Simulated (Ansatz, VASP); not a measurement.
## One calculation of Ca, two programs

```xyz
1
Lattice="0.0000 2.8780 2.7942 2.8780 0.0000 2.7942 2.8780 2.8780 0.0000" Properties=species:S:1:pos:R:3 pbc="T T T"
Ca    0.0000    0.0000    0.0000
```

Change from the starting cell: strain +0.030 along x and y, +0.000 along z, atoms carried along.

Alike in both runs: task single point; functional PBEsol; k mesh 14 × 14 × 14; occupations gaussian, width 0.15 eV; no spin polarisation.

|  | VASP | Ansatz |
| --- | --- | --- |
| version | VASP 6.6.1 | Ansatz 0.2.0 |
| potentials or method | VASP PAW PBE potentials, release 64 (Ca_sv), cutoff 520 eV | scalar-relativistic, plane waves, PAW |
| valence electrons in the cell | 10 | 10 |

```csv
,VASP,Ansatz,Ansatz less VASP
gap on the k mesh at the Fermi level (eV),none,none,-
pressure (GPa),-1.9,-1.9,-0.01
"traceless stress, the component that is largest in VASP (GPa)",0.12,0.12,0.000
```

VASP's potentials were made for PBE, not for PBEsol. A gap of «none» marks a metal or a gap that the smearing closes. The functional is the same, so the differences come from potentials, cutoffs and numerics.
